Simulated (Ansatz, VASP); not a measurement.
# P: VASP beside Ansatz

```
CELL_PARAMETERS angstrom
3.21669 0.00000 0.00000
0.00000 34.14546 0.00000
0.00000 0.00000 4.53753
ATOMIC_POSITIONS crystal
P 0.50000 0.97026 0.90785
P 0.50000 0.02974 0.09215
P 0.00000 0.02974 0.40785
P 0.00000 0.97026 0.59215
```

Alike in both runs: task single point; functional LDA; k mesh 8 × 1 × 6; occupations fermi-dirac, width 0.05 eV; no spin polarisation.

|  | VASP | Ansatz |
| --- | --- | --- |
| version | VASP 6.6.1 | Ansatz 0.2.0 |
| potentials or method | VASP PAW LDA potentials, release 64 (P) | Ansatz PAW |
| plane-wave cutoff (eV) | 520 | 420 |
| valence electrons in the cell | 20 | 20 |

VASP gave:

```
gap on the k mesh at the Fermi level (eV) : 0.80
least direct gap on the mesh (eV)         : 0.83
rms of the force components (eV/Å)        : 0.357
```

Q: Which values does Ansatz return?

A: gap on the k mesh at the Fermi level (eV): 0.78; least direct gap on the mesh (eV): 0.81; rms of the force components (eV/Å): 0.385.

LDA's correlation is that of Perdew and Zunger in VASP and of Perdew and Wang (1992) in Ansatz. Atom by atom the forces differ by 0.028 eV/Å (rms over components).
